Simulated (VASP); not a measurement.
# Rb (Pm-3n) in VASP: single point with PBE

Aim: the single point of Rb with PBE.

Everything below comes from runs of VASP 6.6.1. Logs are shortened: lines on timing, memory, paths and dates and some standing lists are left out, and cuts for length are marked.

## 1. The cell of the first run

The structure is cubic, space group Pm-3n (No. 223). Conventional cell: a = 9.033 Å, b = 9.033 Å, c = 9.033 Å, α = 90.00°, β = 90.00°, γ = 90.00°.

## 2. Single point, PBE

Contents of INCAR:

```
  PREC = Accurate
  ENCUT = 520
  EDIFF = 1E-6
  ISMEAR = -1
  SIGMA = 0.1
  LREAL = False
  LASPH = True
  NELM = 80
  ALGO = Normal
  ISIF = 2
  LWAVE = False
  LCHARG = False
  GGA = PE
  NBANDS = 46
```

Contents of KPOINTS:

```
regular mesh
0
Gamma
  4 4 4
```

Contents of POSCAR:

```
Rb
1.0
    9.0334268482      0.0000000000      0.0000000000
    0.0000000000      9.0334268482      0.0000000000
    0.0000000000      0.0000000000      9.0334268482
Rb
8
Direct
    1.0000000000      1.0000000000      1.0000000000
    0.5000000000      0.5000000000      0.5000000000
    0.2500000000      1.0000000000      0.5000000000
    0.7500000000      0.0000000000      0.5000000000
    0.5000000000      0.2500000000      1.0000000000
    0.5000000000      0.7500000000      0.0000000000
    0.0000000000      0.5000000000      0.2500000000
    0.0000000000      0.5000000000      0.7500000000
```

Potentials or basis: VASP PAW PBE potentials, release 64 (Rb_sv).

Command:

```
> cat potpaw_PBE.64/Rb_sv/POTCAR > POTCAR
> mpirun -np 1 vasp_std > vasp.out
```

OUTCAR:

```text
PREC = Accurate
   ENCUT = 520
   EDIFF = 1E-6
   ISMEAR = -1
   LREAL = False
   LASPH = True
   NELM = 80
   ISIF = 2
   GGA = PE

 ion  position               nearest neighbor table
   1  0.000  0.000  0.000-   3 5.05   4 5.05   5 5.05   6 5.05   7 5.05   8 5.05   3 5.05   4 5.05
                             7 5.05   8 5.05   5 5.05   6 5.05
   2  0.500  0.500  0.500-   3 5.05   4 5.05   5 5.05   6 5.05   7 5.05   8 5.05   5 5.05   6 5.05
                             3 5.05   4 5.05   7 5.05   8 5.05
   3  0.250  0.000  0.500-   4 4.52   4 4.52   1 5.05   1 5.05   2 5.05   2 5.05   8 5.53   5 5.53
                             5 5.53   6 5.53   6 5.53   7 5.53   8 5.53   7 5.53
   4  0.750  0.000  0.500-   3 4.52   3 4.52   1 5.05   1 5.05   2 5.05   2 5.05   8 5.53   5 5.53
                             5 5.53   6 5.53   6 5.53   7 5.53   8 5.53   7 5.53
   5  0.500  0.250  0.000-   6 4.52   6 4.52   1 5.05   2 5.05   2 5.05   1 5.05   8 5.53   4 5.53
                             3 5.53   4 5.53   3 5.53   7 5.53   7 5.53   8 5.53
   6  0.500  0.750  0.000-   5 4.52   5 4.52   1 5.05   2 5.05   2 5.05   1 5.05   8 5.53   4 5.53
                             3 5.53   4 5.53   3 5.53   7 5.53   7 5.53   8 5.53
   7  0.000  0.500  0.250-   8 4.52   8 4.52   1 5.05   2 5.05   1 5.05   2 5.05   3 5.53   4 5.53
                             5 5.53   3 5.53   4 5.53   6 5.53   5 5.53   6 5.53
   8  0.000  0.500  0.750-   7 4.52   7 4.52   1 5.05   2 5.05   1 5.05   2 5.05   3 5.53   4 5.53
                             5 5.53   3 5.53   4 5.53   6 5.53   5 5.53   6 5.53

  LATTYP: Found a simple cubic cell.
 ALAT       =     9.0334268482

  Lattice vectors:

 A1 = (   9.0334268482,   0.0000000000,   0.0000000000)
 A2 = (   0.0000000000,   9.0334268482,   0.0000000000)
 A3 = (   0.0000000000,   0.0000000000,   9.0334268482)

Analysis of symmetry for initial positions (statically):
=====================================================================
 Subroutine PRICEL returns:
 Original cell was already a primitive cell.

 Routine SETGRP: Setting up the symmetry group for a
 simple cubic supercell.

 Subroutine GETGRP returns: Found 48 space group operations
 (whereof 24 operations were pure point group operations)
 out of a pool of 48 trial point group operations.

The static configuration has the point symmetry T_h .
 The point group associated with its full space group is O_h .

Analysis of symmetry for dynamics (positions and initial velocities):
=====================================================================
 Subroutine PRICEL returns:
 Original cell was already a primitive cell.

 Routine SETGRP: Setting up the symmetry group for a
 simple cubic supercell.

 Subroutine GETGRP returns: Found 48 space group operations
 (whereof 24 operations were pure point group operations)
 out of a pool of 48 trial point group operations.

The dynamic configuration has the point symmetry T_h .
 The point group associated with its full space group is O_h .

 Subroutine INISYM returns: Found 48 space group operations
 (whereof 24 operations are pure point group operations),
 and found     1 'primitive' translations

----------------------------------------------------------------------------------------

                                     Primitive cell

  volume of cell :     737.1529

  direct lattice vectors                    reciprocal lattice vectors
     9.033426848  0.000000000  0.000000000     0.110699961  0.000000000  0.000000000
     0.000000000  9.033426848  0.000000000     0.000000000  0.110699961  0.000000000
     0.000000000  0.000000000  9.033426848     0.000000000  0.000000000  0.110699961

  length of vectors
     9.033426848  9.033426848  9.033426848     0.110699961  0.110699961  0.110699961

  position of ions in fractional coordinates (direct lattice)
     0.000000000  0.000000000  0.000000000
     0.500000000  0.500000000  0.500000000
     0.250000000  0.000000000  0.500000000
     0.750000000  0.000000000  0.500000000
     0.500000000  0.250000000  0.000000000
     0.500000000  0.750000000  0.000000000
     0.000000000  0.500000000  0.250000000
     0.000000000  0.500000000  0.750000000

  ion indices of the primitive-cell ions
   primitive index   ion index
                 1           1
                 2           2
                 3           3
                 4           4
                 5           5
                 6           6
                 7           7
                 8           8

----------------------------------------------------------------------------------------

 KPOINTS: regular mesh

Automatic generation of k-mesh.
 Grid dimensions read from file:
 generate k-points for:    4    4    4

 Generating k-lattice:

  Cartesian coordinates                     Fractional coordinates (reciprocal lattice)
     0.027674990  0.000000000  0.000000000     0.250000000  0.000000000  0.000000000
     0.000000000  0.027674990  0.000000000     0.000000000  0.250000000  0.000000000
     0.000000000  0.000000000  0.027674990     0.000000000  0.000000000  0.250000000

  Length of vectors
     0.027674990  0.027674990  0.027674990

  Shift w.r.t. Gamma in fractional coordinates (k-lattice)
     0.000000000  0.000000000  0.000000000

 Subroutine IBZKPT returns following result:
 ===========================================

 Found     10 irreducible k-points:

 Following reciprocal coordinates:
            Coordinates               Weight
  0.000000  0.000000  0.000000      1.000000
  0.250000  0.000000  0.000000      6.000000
  0.500000  0.000000  0.000000      3.000000
  0.250000  0.250000  0.000000     12.000000
  0.500000  0.250000  0.000000     12.000000
  0.500000  0.500000  0.000000      3.000000
  0.250000  0.250000  0.250000      8.000000
  0.500000  0.250000  0.250000     12.000000
  0.500000  0.500000  0.250000      6.000000
  0.500000  0.500000  0.500000      1.000000
   k-points           NKPTS =     10   k-points in BZ     NKDIM =     10   number of bands    NBANDS=     46
   number of dos      NEDOS =    301   number of ions     NIONS =      8
   total plane-waves  NPLWV = 343000
   dimension x,y,z NGX =    70 NGY =   70 NGZ =   70
   dimension x,y,z NGXF=   140 NGYF=  140 NGZF=  140
   ions per type =               8
   NGX,Y,Z   is equivalent  to a cutoff of  12.88, 12.88, 12.88 a.u.
   NGXF,Y,Z  is equivalent  to a cutoff of  25.76, 25.76, 25.76 a.u.
 SYSTEM =  unknown system
   PREC   = accura    normal or accurate (medium, high low for compatibility)
   ISTART =      0    job   : 0-new  1-cont  2-samecut
   ICHARG =      2    charge: 1-file 2-atom 10-const
   ISPIN  =      1    spin polarized calculation?
   LNONCOLLINEAR =      F non collinear calculations
   LSORBIT =      F    spin-orbit coupling
   LASPH  =      T    aspherical Exc in radial PAW
   ENCUT  =  520.0 eV  38.22 Ry    6.18 a.u.  16.80 16.80 16.80*2*pi/ulx,y,z
   NELM   =     80;   NELMIN=  2; NELMDL= -5     # of ELM steps
   EDIFF  = 0.1E-05   stopping-criterion for ELM
   LREAL  =      F    real-space projection
   EDIFFG = 0.1E-04   stopping-criterion for IOM
   NSW    =      0    number of steps for IOM
   IBRION =     -1    ionic relax: 0-MD 1-quasi-New 2-CG
   NFREE  =      0    steps in history (QN), initial steepest desc. (CG)
   ISIF   =      2    stress and relaxation
   ISYM   =      2    0-nonsym 1-usesym 2-fastsym
   POTIM  = 0.5000    time-step for ionic-motion
   TEBEG  =    0.0;   TEEND  =   0.0 temperature during run
   PSTRESS=    0.0 pullay stress
   NELECT =      72.0000    total number of electrons
   NUPDOWN=      -1.0000    fix difference up-down
   EMIN   =  10.00;   EMAX   =-10.00  energy-range for DOS
   EFERMI =   0.00;   METHOD = LEGACY
   ISMEAR =    -1;   SIGMA  =   0.10  broadening in eV -4-tet -1-fermi 0-gaus
   EFERMI_NEDOS =   21; number of points for ismear=-14 and -15
   IALGO  =     38    algorithm
   IMIX   =      4    mixing-type and parameters
     AMIX     =   0.40;   BMIX     =  1.00
     AMIX_MAG =   1.60;   BMIX_MAG =  1.00
  volume/ion in A,a.u.               =      92.14       621.82
  Fermi-wavevector in a.u.,A,eV,Ry     =   0.753934  1.424728  7.733769  0.568416
  Thomas-Fermi vector in A             =   1.851486
   LORBIT       =      0    0 simple, 1 ext, 2 COOP (PROOUT), +10 PAW based schemes
   GGA     = PE    functional components
   LHFCALC =     F    Hartree Fock is set to
   AEXX    =    0.0000 exact exchange contribution
   IVDW    =     0    specifies the selected vdW correction
   LEPSILON=     F    determine dielectric tensor
   LRPA    =     F    only Hartree local field effects (RPA)
 non-spin polarized calculation
  energy-cutoff  :      520.00
  volume of cell :      737.15
 maximum number of plane-waves:     19933
 NGX is ok and might be reduce to    70
   NGX = 33   NGY = 33   NGZ = 33

 number of electron      71.9999997 magnetization

 Free energy of the ion-electron system (eV)
  ---------------------------------------------------
  ext. energy  EPLUGINS =         0.00000000
  ---------------------------------------------------
  free energy    TOTEN  =        -7.53766113 eV

  energy without entropy =       -7.32021111  energy(sigma->0) =       -7.42893612

 E-fermi :  -0.0109     XC(G=0):  -5.4332

 val. band max:       -0.0616369528   @ k =   0.0000   0.0000   0.0000
 cond. band min:       0.0429839029   @ k =   0.2500   0.0000   0.0000
 fundamental gap:      0.1046208557
 Fermi energy:        -0.0108753525

 k-point     1 :       0.0000    0.0000    0.0000
  band No.  band energies     occupation
      1     -28.9334      2.00000
      2     -28.9320      2.00000
      3     -28.9320      2.00000
      4     -28.9264      2.00000
      5     -28.9264      2.00000
      6     -28.9264      2.00000
[... 38 lines left out ...]
     45       1.4120      0.00000
     46       1.4528      0.00000
[... 400 lines left out ...]
      6     -28.9294      2.00000
[... 38 lines left out ...]
     45       2.1200      0.00000
     46       2.1200      0.00000

------------------------ aborting loop because EDIFF is reached ----------------------------------------

  FORCE on cell =-STRESS in cart. coord.  units (eV):
  Direction    XX          YY          ZZ          XY          YZ          ZX
  --------------------------------------------------------------------------------------
  -------------------------------------------------------------------------------------
  Total        0.0117290      0.0117290      0.0117290      0.0000000     -0.0000000      0.0000000
  in kB        0.0254926      0.0254926      0.0254926      0.0000000     -0.0000000      0.0000000
  external PRESSURE =       0.0254926 kB  Pullay stress =       0.0000000 kB

 VOLUME and BASIS-vectors are now :
 -----------------------------------------------------------------------------
  energy-cutoff  :      520.00
  volume of cell :      737.15
      direct lattice vectors                 reciprocal lattice vectors
     9.033426848  0.000000000  0.000000000     0.110699961  0.000000000  0.000000000
     0.000000000  9.033426848  0.000000000     0.000000000  0.110699961  0.000000000
     0.000000000  0.000000000  9.033426848     0.000000000  0.000000000  0.110699961

 POSITION                                       TOTAL-FORCE (eV/Angst)
 -----------------------------------------------------------------------------------
      0.00000      0.00000      0.00000         0.000000     -0.000000     -0.000000
      4.51671      4.51671      4.51671         0.000000     -0.000000     -0.000000
      2.25836      0.00000      4.51671        -0.000000      0.000000     -0.000000
      6.77507      0.00000      4.51671         0.000000      0.000000     -0.000000
      4.51671      2.25836      0.00000         0.000000      0.000000     -0.000000
      4.51671      6.77507      0.00000        -0.000000     -0.000000     -0.000000
      0.00000      4.51671      2.25836        -0.000000      0.000000      0.000000
      0.00000      4.51671      6.77507         0.000000     -0.000000      0.000000
 -----------------------------------------------------------------------------------
    total drift:                                0.000000      0.000000      0.000000

  FREE ENERGIE OF THE ION-ELECTRON SYSTEM (eV)
  ---------------------------------------------------
  free  energy   TOTEN  =        -7.5376611259 eV

  energy  without entropy=       -7.3202111083  energy(sigma->0) =       -7.42893612
```

Run time: 4.8 min. Hardware: 1 thread of AMD EPYC 7R13 (Zen 3), shared host; peak memory 0.74 GiB.

What came out:

* Free energy: -7.5377 eV
* Pressure: 0.0 GPa
* Band gap on the k mesh: zero (bands 36 and 37 overlap by 0.67 eV)

The gap in the log of VASP goes by the Fermi energy; the results here count the filled bands.